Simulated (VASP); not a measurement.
# Hg (P6/mmm) in VASP: a series of runs, part 2 of 2

VASP 6.6.1. Earlier steps stand in the parts before.

## 3. Electric field gradients, PBE

INCAR

```
ALGO     = Normal         # electronic algorithm
EDIFF    = 1E-8           # SCF threshold, eV
ENCUT    = 520            # plane-wave cutoff, eV
GGA      = PE             # functional
ISIF     = 2              # what is computed and relaxed
ISMEAR   = -1             # smearing method
LASPH    = True           # aspherical terms in the spheres
LCHARG   = False          # write CHGCAR
LEFG     = True         
LREAL    = False          # projectors in reciprocal space
LWAVE    = False          # write WAVECAR
NBANDS   = 25             # bands
NELM     = 100            # most SCF steps
PREC     = Accurate       # precision mode
SIGMA    = 0.08           # smearing width, eV
```

KPOINTS

```
k-points
0
Gamma
  10 10 11
```

POSCAR

```
Hg
1.0
    4.5400020208      0.0000000000      0.0000000000
   -2.2700010104      3.9317570832      0.0000000000
    0.0000000000      0.0000000000      3.8700000000
Hg
3
Direct
    0.3333333333      0.6666666667      0.5000000000
    0.0000000000      0.0000000000      0.0000000000
    0.6666666667      0.3333333333      0.5000000000
```

Potentials or basis: VASP PAW PBE potentials, release 64 (Hg).

Started as:

```bash
cat potpaw_PBE.64/Hg/POTCAR > POTCAR
mpirun -np 1 vasp_std > vasp.out
```

OUTCAR:

```text
EDIFF = 1E-8
   ENCUT = 520
   GGA = PE
   ISIF = 2
   ISMEAR = -1
   LASPH = True
   LREAL = False
   NELM = 100
   PREC = Accurate

 ion  position               nearest neighbor table
   1  0.333  0.667  0.500-   3 2.62   3 2.62   3 2.62   2 3.26   2 3.26   2 3.26   2 3.26   2 3.26
                             2 3.26
   2  0.000  0.000  0.000-   1 3.26   3 3.26   1 3.26   3 3.26   1 3.26   1 3.26   3 3.26   3 3.26
                             3 3.26   3 3.26   1 3.26   1 3.26
   3  0.667  0.333  0.500-   1 2.62   1 2.62   1 2.62   2 3.26   2 3.26   2 3.26   2 3.26   2 3.26
                             2 3.26

  LATTYP: Found a hexagonal cell.
 ALAT       =     4.5400020208
 C/A-ratio  =     0.8524225281

  Lattice vectors:

 A1 = (   4.5400020208,   0.0000000000,   0.0000000000)
 A2 = (  -2.2700010104,   3.9317570832,   0.0000000000)
 A3 = (   0.0000000000,   0.0000000000,   3.8700000000)

Analysis of symmetry for initial positions (statically):
=====================================================================
 Subroutine PRICEL returns:
 Original cell was already a primitive cell.

[... 872 lines left out ...]
 -----------------------------------------------------------------------------------
     -0.00000      2.62117      1.93500        -0.000000      0.000000     -0.000000
      0.00000      0.00000      0.00000        -0.000000      0.000000      0.000000
      2.27000      1.31059      1.93500         0.000000      0.000000      0.000000
 -----------------------------------------------------------------------------------
    total drift:                                0.000000     -0.000000     -0.000000

  FREE ENERGIE OF THE ION-ELECTRON SYSTEM (eV)
  ---------------------------------------------------
  free  energy   TOTEN  =         0.4718460357 eV

  energy  without entropy=        0.4926932425  energy(sigma->0) =        0.48226964

 Electric field gradients (V/A^2)
---------------------------------------------------------------------
 ion       V_xx      V_yy      V_zz      V_xy      V_xz      V_yz
---------------------------------------------------------------------
   1    -170.320  -170.319   340.639     0.001     0.000    -0.000
   2      -4.667    -4.666     9.333     0.001    -0.000     0.000
   3    -170.320  -170.319   340.639     0.001     0.000    -0.000
---------------------------------------------------------------------

 Electric field gradients after diagonalization (V/A^2)
 (convention: |V_zz| > |V_xx| > |V_yy|)
----------------------------------------------------------------------
 ion       V_xx      V_yy      V_zz     asymmetry (V_yy - V_xx)/ V_zz
----------------------------------------------------------------------
   1    -170.321  -170.319   340.639       0.000
   2      -4.667    -4.666     9.333       0.000
   3    -170.321  -170.319   340.639       0.000
----------------------------------------------------------------------

           NMR quadrupolar parameters

 Cq : quadrupolar parameter    Cq=e*Q*V_zz/h
 eta: asymmetry parameters     (V_yy - V_xx)/ V_zz
 Q  : nuclear electric quadrupole moment in mb (millibarn)
----------------------------------------------------------------------
 ion       Cq(MHz)       eta       Q (mb)
----------------------------------------------------------------------
   1       0.824       0.000       1.000
   2       0.023       0.000       1.000
   3       0.824       0.000       1.000
----------------------------------------------------------------------
```

OSZICAR:

```text
N       E                     dE             d eps       ncg     rms          rms(c)
DAV:   1     0.302328906409E+03    0.30233E+03   -0.18798E+04  4208   0.141E+03
DAV:   2     0.809001401411E+01   -0.29424E+03   -0.27992E+03  4277   0.375E+02
DAV:   3     0.340942131206E+00   -0.77491E+01   -0.77114E+01  5056   0.685E+01
DAV:   4     0.322350755301E+00   -0.18591E-01   -0.18580E-01  4540   0.304E+00
DAV:   5     0.322320863665E+00   -0.29892E-04   -0.29891E-04  4989   0.121E-01    0.105E+01
DAV:   6     0.457200046394E+00    0.13488E+00   -0.28873E-01  4952   0.617E+00    0.727E+00
DAV:   7     0.469826311190E+00    0.12626E-01   -0.10862E-01  4697   0.277E+00    0.179E+00
DAV:   8     0.471934205059E+00    0.21079E-02   -0.20125E-02  4442   0.148E+00    0.199E-01
DAV:   9     0.471903689554E+00   -0.30516E-04   -0.20065E-04  5017   0.156E-01    0.664E-02
DAV:  10     0.471848906767E+00   -0.54783E-04   -0.56190E-05  4571   0.603E-02    0.996E-03
DAV:  11     0.471845998269E+00   -0.29085E-05   -0.68245E-06  4933   0.249E-02    0.621E-03
DAV:  12     0.471846068612E+00    0.70343E-07   -0.79380E-07  4570   0.788E-03    0.256E-03
DAV:  13     0.471846045269E+00   -0.23343E-07   -0.11582E-07  4726   0.246E-03    0.692E-04
DAV:  14     0.471846035744E+00   -0.95251E-08   -0.84664E-09  2662   0.896E-04
   1 F= 0.47184604E+00 E0= 0.48226964E+00  d E =-.208472E-01
```

Wall time 95 s (1 thread of Intel Xeon Platinum 8488C (Sapphire Rapids), shared host); peak memory 0.26 GiB.

What came out:

* Free energy: 0.4718 eV
* Pressure: 14.1 GPa
* Band gap on the k mesh: zero (bands 18 and 19 overlap by 5.45 eV)
* Largest electric field gradient by atom: Hg +340.6, +9.3 (each value once) V/Å²

Stress tensor (GPa, compression positive):
```
18.80  0.00  0.00
 0.00 18.80  0.00
 0.00  0.00  4.60
```

Electric field gradients, principal values (V/Å²):
| atom | least | middle | greatest (by size) |
| --- | --- | --- | --- |
| 1 Hg | -170.319 | -170.321 | 340.639 |
| 2 Hg | -4.666 | -4.667 | 9.333 |
| 3 Hg | -170.319 | -170.321 | 340.639 |

Caveat: the cell stands under pressure; without QUAD_EFG the Cq values of the log hold for a quadrupole moment of 1 mb, not for the nuclei; spin-orbit coupling is left out, which moves the levels of the heavy elements.

## 4. Single point, PBE

POSCAR is that of step 3.

INCAR.step1

```
  PREC = Accurate
  ENCUT = 520
  EDIFF = 1E-7
  ISMEAR = -1
  SIGMA = 0.08
  LREAL = F
  LASPH = T
  NELM = 60
  ALGO = Normal
  ISIF = 2
  LWAVE = F
  LCHARG = T
  GGA = PE
  NBANDS = 25
```

KPOINTS.step1

```
regular mesh
0
Gamma
  10 10 11
```

INCAR.step2

```
  PREC = Accurate
  ENCUT = 520
  EDIFF = 1E-7
  ISMEAR = -5
  SIGMA = 0.08
  LREAL = F
  LASPH = T
  NELM = 60
  ALGO = Normal
  ISIF = 2
  LWAVE = F
  LCHARG = F
  GGA = PE
  LORBIT = 10
  NBANDS = 25
  NEDOS = 2001
  ICHARG = 11
```

KPOINTS.step2

```
regular mesh
0
Gamma
  15 15 17
```

Started as:

```bash
cat potpaw_PBE.64/Hg/POTCAR > POTCAR
cp INCAR.step1 INCAR
cp KPOINTS.step1 KPOINTS
mpirun -np 1 vasp_std > vasp.out
cp INCAR.step2 INCAR
cp KPOINTS.step2 KPOINTS
mpirun -np 1 vasp_std > vasp.out
```

It took 3.6 min on 1 thread of Intel Xeon Platinum 8488C (Sapphire Rapids), shared host; peak memory 0.41 GiB.

Results (log left out):

- Valence electrons inside the program's atomic spheres: Hg 10.62, 10.46 (each value once)

Levels at points of the mesh, in eV from the Fermi level:
| k point | band 16 | band 17 | band 18 | band 19 | band 20 | band 21 |
| --- | --- | --- | --- | --- | --- | --- |
| (0.00, 0.00, 0.00) | -5.99 | 0.40 | 1.96 | 2.66 | 3.59 | 3.59 |

Caveat: spin-orbit coupling is left out, which moves the levels of the heavy elements; tetrahedron occupations give inexact forces and stress in metals.
